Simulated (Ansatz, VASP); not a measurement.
**One calculation of TaN, two programs**

```xyz
4
Lattice="2.9562 0.0000 0.0000 -1.4781 2.5601 0.0000 0.0000 0.0000 6.2097" Properties=species:S:1:pos:R:3 pbc="T T T"
Ta    0.0000    1.7067    0.1869
Ta    1.4781    0.8534    3.2918
N     0.0000    1.7067    2.2038
N     1.4781    0.8534    5.3087
```

Alike in both runs: task single point; functional PBEsol; k mesh 18 × 18 × 8; occupations gaussian, width 0.15 eV; no spin polarisation.

```csv
,VASP,Ansatz
version,VASP 6.6.1,Ansatz 0.2.0
potentials or method,"VASP PAW PBE potentials, release 64 (Ta_pv, N), cutoff 520 eV","scalar-relativistic, plane waves, PAW"
valence electrons in the cell,32,36
```

```csv
,VASP,Ansatz,Ansatz less VASP
gap on the k mesh at the Fermi level (eV),none,none,-
pressure (GPa),24.0,22.8,-1.12
"traceless stress, the component that is largest in VASP (GPa)",-20.46,-20.73,-0.274
rms of the force components (eV/Å),1.036,1.022,-0.0146
```

VASP's potentials were made for PBE, not for PBEsol, and Ansatz warns of the same on its side. Atom by atom the forces differ by 0.015 eV/Å (rms over components). A gap of «none» marks a metal or a gap that the smearing closes. With one functional, cell and mesh, what is left measures potentials, basis and numerics. VASP's potentials hold 32 valence electrons a cell and Ansatz's 36, so a difference there can come from the potentials and not from the codes.

Neither program's run includes spin-orbit coupling.
